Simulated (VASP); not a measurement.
# SiO2 (I-42d) in VASP: further runs, part 2 of 3

VASP 6.6.1.

### Step 4. Electric field gradients, PBEsol (14.21 Å³/atom)

This run uses another cell than the first one, of 14.21 Å³/atom.

File INCAR:

```
ALGO = Normal ; EDIFF = 1E-8
ENCUT = 520 ; GGA = PS
ISIF = 2 ; ISMEAR = -1
LASPH = T ; LCHARG = F
LEFG = T ; LREAL = F
LWAVE = F ; NBANDS = 25
NELM = 60 ; PREC = Accurate
SIGMA = 0.03
```

File KPOINTS:

```
k-points
0
Gamma
  7 7 7
```

File POSCAR:

```
SiO2
1.0
   -2.3819372672      2.3819372672      3.7564386296
    2.3819372672     -2.3819372672      3.7564386296
    2.3819372672      2.3819372672     -3.7564386296
Si O
2 4
Direct
    0.0000000000      0.0000000000      0.0000000000
    0.7500000000      0.2500000000      0.5000000000
    0.9983800000      0.6250000000      0.8733800000
    0.3750000000      0.2483800000      0.3733800000
    0.7516200000      0.1250000000      0.1266200000
    0.8750000000      0.0016200000      0.6266200000
```

Potentials or basis: VASP PAW PBE potentials, release 64 (Si, O).

On the command line:

```sh
cat potpaw_PBE.64/Si/POTCAR potpaw_PBE.64/O/POTCAR > POTCAR
mpirun -np 1 vasp_std > vasp.out
```

OUTCAR:

```text
EDIFF = 1E-8
   ENCUT = 520
   GGA = PS
   ISIF = 2
   ISMEAR = -1
   LASPH = T
   LREAL = F
   NELM = 60
   PREC = Accurate

 ion  position               nearest neighbor table
   1  0.000  0.000  0.000-   4 1.63   5 1.63   6 1.63   3 1.63   2 3.03   2 3.03   2 3.03   2 3.03

   2  0.750  0.250  0.500-   3 1.63   5 1.63   6 1.63   4 1.63   1 3.03   1 3.03   1 3.03   1 3.03

   3  0.998  0.625  0.873-   2 1.63   1 1.63
   4  0.375  0.248  0.373-   1 1.63   2 1.63
   5  0.752  0.125  0.127-   1 1.63   2 1.63
   6  0.875  0.002  0.627-   1 1.63   2 1.63

  LATTYP: Found a body centered tetragonal cell.
 ALAT       =     4.7638745344
 C/A-ratio  =     1.5770518734

  Lattice vectors:

 A1 = (  -2.3819372672,   2.3819372672,   3.7564386296)
 A2 = (   2.3819372672,  -2.3819372672,   3.7564386296)
 A3 = (   2.3819372672,   2.3819372672,  -3.7564386296)

Analysis of symmetry for initial positions (statically):
=====================================================================
 Subroutine PRICEL returns:
 Original cell was already a primitive cell.

 Routine SETGRP: Setting up the symmetry group for a
 body centered tetragonal supercell.

 Subroutine GETGRP returns: Found  8 space group operations
 (whereof  4 operations were pure point group operations)
 out of a pool of 16 trial point group operations.

The static configuration has the point symmetry S_4 .
 The point group associated with its full space group is D_2d.

Analysis of symmetry for dynamics (positions and initial velocities):
=====================================================================
 Subroutine PRICEL returns:
 Original cell was already a primitive cell.

[... 851 lines left out ...]
  Total        0.3314283      0.3314283     -0.7251963      0.0000000      0.0000000      0.0000000
  in kB        6.2287844      6.2287844    -13.6291641      0.0000000      0.0000000      0.0000000
  external PRESSURE =      -0.3905318 kB  Pullay stress =       0.0000000 kB

 VOLUME and BASIS-vectors are now :
 -----------------------------------------------------------------------------
  energy-cutoff  :      520.00
  volume of cell :       85.25
      direct lattice vectors                 reciprocal lattice vectors
    -2.381937267  2.381937267  3.756438630     0.000000000  0.209913169  0.133104797
     2.381937267 -2.381937267  3.756438630     0.209913169  0.000000000  0.133104797
     2.381937267  2.381937267 -3.756438630     0.209913169  0.209913169  0.000000000

 POSITION                                       TOTAL-FORCE (eV/Angst)
 -----------------------------------------------------------------------------------
      0.00000      0.00000      0.00000        -0.000000     -0.000000      0.000000
     -0.00000      2.38194      1.87822        -0.000000     -0.000000      0.000000
      1.19097      2.96970      2.81733        -0.000000     -0.100802      0.000000
      0.58777      1.19097      0.93911        -0.100802     -0.000000      0.000000
     -1.19097      1.79417      2.81733         0.000000      0.100802      0.000000
     -0.58777      3.57291      0.93911         0.100802      0.000000      0.000000
 -----------------------------------------------------------------------------------
    total drift:                                0.000002      0.000002      0.000002

  FREE ENERGIE OF THE ION-ELECTRON SYSTEM (eV)
  ---------------------------------------------------
  free  energy   TOTEN  =       -49.3030948355 eV

  energy  without entropy=      -49.3030948355  energy(sigma->0) =      -49.30309484

 Electric field gradients (V/A^2)
---------------------------------------------------------------------
 ion       V_xx      V_yy      V_zz      V_xy      V_xz      V_yz
---------------------------------------------------------------------
   1       2.934     2.933    -5.867    -0.000    -0.000    -0.000
   2       2.933     2.934    -5.867    -0.000    -0.000    -0.000
   3      27.806   -28.088     0.283     0.003    69.599     0.002
   4     -28.088    27.806     0.283     0.003     0.002    69.599
   5      27.806   -28.089     0.283     0.003   -69.593     0.002
   6     -28.089    27.806     0.283     0.003     0.002   -69.593
---------------------------------------------------------------------

 Electric field gradients after diagonalization (V/A^2)
 (convention: |V_zz| > |V_xx| > |V_yy|)
----------------------------------------------------------------------
 ion       V_xx      V_yy      V_zz     asymmetry (V_yy - V_xx)/ V_zz
----------------------------------------------------------------------
   1       2.934     2.933    -5.867       0.000
   2       2.934     2.933    -5.867       0.000
   3     -56.902   -28.088    84.990       0.339
   4     -56.902   -28.088    84.990       0.339
   5     -56.896   -28.089    84.985       0.339
   6     -56.896   -28.089    84.985       0.339
----------------------------------------------------------------------

           NMR quadrupolar parameters

 Cq : quadrupolar parameter    Cq=e*Q*V_zz/h
 eta: asymmetry parameters     (V_yy - V_xx)/ V_zz
 Q  : nuclear electric quadrupole moment in mb (millibarn)
----------------------------------------------------------------------
 ion       Cq(MHz)       eta       Q (mb)
----------------------------------------------------------------------
   1      -0.014       0.000       1.000
   2      -0.014       0.000       1.000
   3       0.206       0.339       1.000
   4       0.206       0.339       1.000
   5       0.205       0.339       1.000
   6       0.205       0.339       1.000
----------------------------------------------------------------------
```

OSZICAR:

```text
N       E                     dE             d eps       ncg     rms          rms(c)
DAV:   1     0.168923126000E+03    0.16892E+03   -0.16176E+04  2008   0.114E+03
DAV:   2    -0.432466969663E+02   -0.21217E+03   -0.20288E+03  2631   0.272E+02
DAV:   3    -0.549171689595E+02   -0.11670E+02   -0.11618E+02  2698   0.654E+01
DAV:   4    -0.550293929896E+02   -0.11222E+00   -0.11218E+00  2400   0.731E+00
DAV:   5    -0.550307276462E+02   -0.13347E-02   -0.13344E-02  2691   0.783E-01    0.198E+01
DAV:   6    -0.493531336438E+02    0.56776E+01   -0.17581E+01  2442   0.265E+01    0.101E+01
DAV:   7    -0.493204951164E+02    0.32639E-01   -0.61610E-01  2534   0.428E+00    0.358E+00
DAV:   8    -0.492979724775E+02    0.22523E-01   -0.33601E-02  2509   0.156E+00    0.129E+00
DAV:   9    -0.493013350264E+02   -0.33625E-02   -0.14869E-02  2301   0.924E-01    0.271E-01
DAV:  10    -0.493030338917E+02   -0.16989E-02   -0.21893E-03  2444   0.267E-01    0.784E-02
DAV:  11    -0.493030898803E+02   -0.55989E-04   -0.54566E-04  2520   0.161E-01    0.252E-02
DAV:  12    -0.493030915858E+02   -0.17055E-05   -0.32276E-05  2455   0.374E-02    0.144E-02
DAV:  13    -0.493030945993E+02   -0.30135E-05   -0.68985E-06  2368   0.162E-02    0.372E-03
DAV:  14    -0.493030948194E+02   -0.22010E-06   -0.43716E-07  2635   0.439E-03    0.114E-03
DAV:  15    -0.493030948359E+02   -0.16482E-07   -0.43703E-08  2192   0.131E-03    0.606E-04
DAV:  16    -0.493030948355E+02    0.37289E-09   -0.67648E-09  2027   0.547E-04
   1 F= -.49303095E+02 E0= -.49303095E+02  d E =-.311610E-11
```

Run time: 4.2 min. Hardware: 1 thread of Intel Xeon 8259CL, shared host; peak memory 0.26 GiB.

Results:

* Free energy: -49.3031 eV
* Pressure: 0.0 GPa
* Largest force: 0.101 eV/Å
* Band gap on the k mesh: 5.91 eV
* Largest electric field gradient by atom: Si -5.9; O +85.0 V/Å²

Forces in eV/Å, atoms in the order of the input:
```
Si   0.000  0.000  0.000
Si   0.000  0.000  0.000
O    0.000 -0.101  0.000
O   -0.101  0.000  0.000
O    0.000  0.101  0.000
O    0.101  0.000  0.000
```

Electric field gradients, principal values (V/Å²):
```csv
atom,least,middle,greatest (by size)
1 Si,2.933,2.934,-5.867
2 Si,2.933,2.934,-5.867
3 O,-28.088,-56.902,84.990
4 O,-28.088,-56.902,84.990
5 O,-28.089,-56.896,84.985
6 O,-28.089,-56.896,84.985
```

Caveat: without QUAD_EFG the Cq values of the log hold for a quadrupole moment of 1 mb, not for the nuclei; the PAW data sets were made with another functional, which shifts forces and pressure a little.

### Step 5. Electric field gradients, PBEsol (14.21 Å³/atom)

This run uses another cell than the first one, of 14.21 Å³/atom.

File INCAR:

```
SYSTEM = SiO2
  PREC = Accurate
  ENCUT = 520
  EDIFF = 1E-8
  ISMEAR = -1
  SIGMA = 0.03
  LREAL = .False.
  LASPH = .True.
  NELM = 80
  ALGO = Normal
  ISIF = 2
  LWAVE = .False.
  LCHARG = .False.
  GGA = PS
  LEFG = .True.
  NBANDS = 25
```

File KPOINTS:

```
Automatic mesh
0
Gamma
  7 7 7
  0 0 0
```

POSCAR is that of step 4.

Potentials or basis: VASP PAW PBE potentials, release 64 (Si, O).

On the command line:

```sh
cat potpaw_PBE.64/Si/POTCAR potpaw_PBE.64/O/POTCAR > POTCAR
mpirun -np 1 vasp_std > vasp.out
```

OUTCAR:

```text
SYSTEM = SiO2
   PREC = Accurate
   ENCUT = 520
   EDIFF = 1E-8
   ISMEAR = -1
   LREAL = .False.
   LASPH = .True.
   NELM = 80
   ISIF = 2
   GGA = PS

 ion  position               nearest neighbor table
   1  0.000  0.000  0.000-   4 1.63   5 1.63   6 1.63   3 1.63   2 3.03   2 3.03   2 3.03   2 3.03

   2  0.750  0.250  0.500-   3 1.63   5 1.63   6 1.63   4 1.63   1 3.03   1 3.03   1 3.03   1 3.03

   3  0.998  0.625  0.873-   2 1.63   1 1.63
   4  0.375  0.248  0.373-   1 1.63   2 1.63
   5  0.752  0.125  0.127-   1 1.63   2 1.63
   6  0.875  0.002  0.627-   1 1.63   2 1.63

  LATTYP: Found a body centered tetragonal cell.
 ALAT       =     4.7638745344
 C/A-ratio  =     1.5770518734

  Lattice vectors:

 A1 = (  -2.3819372672,   2.3819372672,   3.7564386296)
 A2 = (   2.3819372672,  -2.3819372672,   3.7564386296)
 A3 = (   2.3819372672,   2.3819372672,  -3.7564386296)

Analysis of symmetry for initial positions (statically):
=====================================================================
 Subroutine PRICEL returns:
 Original cell was already a primitive cell.

 Routine SETGRP: Setting up the symmetry group for a
 body centered tetragonal supercell.

 Subroutine GETGRP returns: Found  8 space group operations
 (whereof  4 operations were pure point group operations)
 out of a pool of 16 trial point group operations.

The static configuration has the point symmetry S_4 .
 The point group associated with its full space group is D_2d.

Analysis of symmetry for dynamics (positions and initial velocities):
=====================================================================
[... 854 lines left out ...]
  Total        0.3314283      0.3314283     -0.7251963      0.0000000      0.0000000      0.0000000
  in kB        6.2287844      6.2287844    -13.6291641      0.0000000      0.0000000      0.0000000
  external PRESSURE =      -0.3905318 kB  Pullay stress =       0.0000000 kB

 VOLUME and BASIS-vectors are now :
 -----------------------------------------------------------------------------
  energy-cutoff  :      520.00
  volume of cell :       85.25
      direct lattice vectors                 reciprocal lattice vectors
    -2.381937267  2.381937267  3.756438630     0.000000000  0.209913169  0.133104797
     2.381937267 -2.381937267  3.756438630     0.209913169  0.000000000  0.133104797
     2.381937267  2.381937267 -3.756438630     0.209913169  0.209913169  0.000000000

 POSITION                                       TOTAL-FORCE (eV/Angst)
 -----------------------------------------------------------------------------------
      0.00000      0.00000      0.00000        -0.000000     -0.000000      0.000000
     -0.00000      2.38194      1.87822        -0.000000     -0.000000      0.000000
      1.19097      2.96970      2.81733        -0.000000     -0.100802      0.000000
      0.58777      1.19097      0.93911        -0.100802     -0.000000      0.000000
     -1.19097      1.79417      2.81733         0.000000      0.100802      0.000000
     -0.58777      3.57291      0.93911         0.100802      0.000000      0.000000
 -----------------------------------------------------------------------------------
    total drift:                                0.000002      0.000002      0.000002

  FREE ENERGIE OF THE ION-ELECTRON SYSTEM (eV)
  ---------------------------------------------------
  free  energy   TOTEN  =       -49.3030948355 eV

  energy  without entropy=      -49.3030948355  energy(sigma->0) =      -49.30309484

 Electric field gradients (V/A^2)
---------------------------------------------------------------------
 ion       V_xx      V_yy      V_zz      V_xy      V_xz      V_yz
---------------------------------------------------------------------
   1       2.934     2.933    -5.867    -0.000    -0.000    -0.000
   2       2.933     2.934    -5.867    -0.000    -0.000    -0.000
   3      27.806   -28.088     0.283     0.003    69.599     0.002
   4     -28.088    27.806     0.283     0.003     0.002    69.599
   5      27.806   -28.089     0.283     0.003   -69.593     0.002
   6     -28.089    27.806     0.283     0.003     0.002   -69.593
---------------------------------------------------------------------

 Electric field gradients after diagonalization (V/A^2)
 (convention: |V_zz| > |V_xx| > |V_yy|)
----------------------------------------------------------------------
 ion       V_xx      V_yy      V_zz     asymmetry (V_yy - V_xx)/ V_zz
----------------------------------------------------------------------
   1       2.934     2.933    -5.867       0.000
   2       2.934     2.933    -5.867       0.000
   3     -56.902   -28.088    84.990       0.339
   4     -56.902   -28.088    84.990       0.339
   5     -56.896   -28.089    84.985       0.339
   6     -56.896   -28.089    84.985       0.339
----------------------------------------------------------------------

           NMR quadrupolar parameters

 Cq : quadrupolar parameter    Cq=e*Q*V_zz/h
 eta: asymmetry parameters     (V_yy - V_xx)/ V_zz
 Q  : nuclear electric quadrupole moment in mb (millibarn)
----------------------------------------------------------------------
 ion       Cq(MHz)       eta       Q (mb)
----------------------------------------------------------------------
   1      -0.014       0.000       1.000
   2      -0.014       0.000       1.000
   3       0.206       0.339       1.000
   4       0.206       0.339       1.000
   5       0.205       0.339       1.000
   6       0.205       0.339       1.000
----------------------------------------------------------------------
```

OSZICAR:

```text
N       E                     dE             d eps       ncg     rms          rms(c)
DAV:   1     0.168923126000E+03    0.16892E+03   -0.16176E+04  2008   0.114E+03
DAV:   2    -0.432466969663E+02   -0.21217E+03   -0.20288E+03  2631   0.272E+02
DAV:   3    -0.549171689595E+02   -0.11670E+02   -0.11618E+02  2698   0.654E+01
DAV:   4    -0.550293929896E+02   -0.11222E+00   -0.11218E+00  2400   0.731E+00
DAV:   5    -0.550307276462E+02   -0.13347E-02   -0.13344E-02  2691   0.783E-01    0.198E+01
DAV:   6    -0.493531336438E+02    0.56776E+01   -0.17581E+01  2442   0.265E+01    0.101E+01
DAV:   7    -0.493204951164E+02    0.32639E-01   -0.61610E-01  2534   0.428E+00    0.358E+00
DAV:   8    -0.492979724775E+02    0.22523E-01   -0.33601E-02  2509   0.156E+00    0.129E+00
DAV:   9    -0.493013350264E+02   -0.33625E-02   -0.14869E-02  2301   0.924E-01    0.271E-01
DAV:  10    -0.493030338917E+02   -0.16989E-02   -0.21893E-03  2444   0.267E-01    0.784E-02
DAV:  11    -0.493030898803E+02   -0.55989E-04   -0.54566E-04  2520   0.161E-01    0.252E-02
DAV:  12    -0.493030915858E+02   -0.17055E-05   -0.32276E-05  2455   0.374E-02    0.144E-02
DAV:  13    -0.493030945993E+02   -0.30135E-05   -0.68985E-06  2368   0.162E-02    0.372E-03
DAV:  14    -0.493030948194E+02   -0.22010E-06   -0.43716E-07  2635   0.439E-03    0.114E-03
DAV:  15    -0.493030948359E+02   -0.16482E-07   -0.43703E-08  2192   0.131E-03    0.606E-04
DAV:  16    -0.493030948355E+02    0.37289E-09   -0.67648E-09  2027   0.547E-04
   1 F= -.49303095E+02 E0= -.49303095E+02  d E =-.311610E-11
```

stdout:

```text
POSCAR found type information on POSCAR SiO
 POSCAR found :  2 types and       6 ions
 scaLAPACK will be used
 -----------------------------------------------------------------------------
|                                                                             |
|                                                                             |
|     You enforced a specific xc type in the INCAR file but a different       |
|     I HOPE YOU KNOW WHAT YOU ARE DOING!                                     |
|                                                                             |
 -----------------------------------------------------------------------------

 LDA part: xc-table for (Slater+PW92), standard interpolation
 POSCAR, INCAR and KPOINTS ok, starting setup
 FFT: planning ... GRIDC
 FFT: planning ... GRID_SOFT
 FFT: planning ... GRID
 WAVECAR not read
 entering main loop
ion   1

ion   2

ion   3

ion   4

ion   5

ion   6
```

It took 4.5 min on 1 thread of Intel Xeon 8259CL, shared host; peak memory 0.26 GiB.

What came out:

```yaml
Free_energy: -49.3031 eV
Pressure: 0.0 GPa
Largest_force: 0.101 eV/Å
Band_gap_on_the_k_mesh: 5.91 eV
Largest_electric_field_gradient_by_atom: Si -5.9; O +85.0 V/Å²
```

Forces in eV/Å, atoms in the order of the input:
```
Si   0.000  0.000  0.000
Si   0.000  0.000  0.000
O    0.000 -0.101  0.000
O   -0.101  0.000  0.000
O    0.000  0.101  0.000
O    0.101  0.000  0.000
```

Electric field gradients, principal values (V/Å²):
| atom | least | middle | greatest (by size) |
| --- | --- | --- | --- |
| 1 Si | 2.933 | 2.934 | -5.867 |
| 2 Si | 2.933 | 2.934 | -5.867 |
| 3 O | -28.088 | -56.902 | 84.990 |
| 4 O | -28.088 | -56.902 | 84.990 |
| 5 O | -28.089 | -56.896 | 84.985 |
| 6 O | -28.089 | -56.896 | 84.985 |

Caveat: without QUAD_EFG the Cq values of the log hold for a quadrupole moment of 1 mb, not for the nuclei; the PAW data sets were made with another functional, which shifts forces and pressure a little. A k mesh can miss the band edges.

(Part 2 of 3 ends here.)
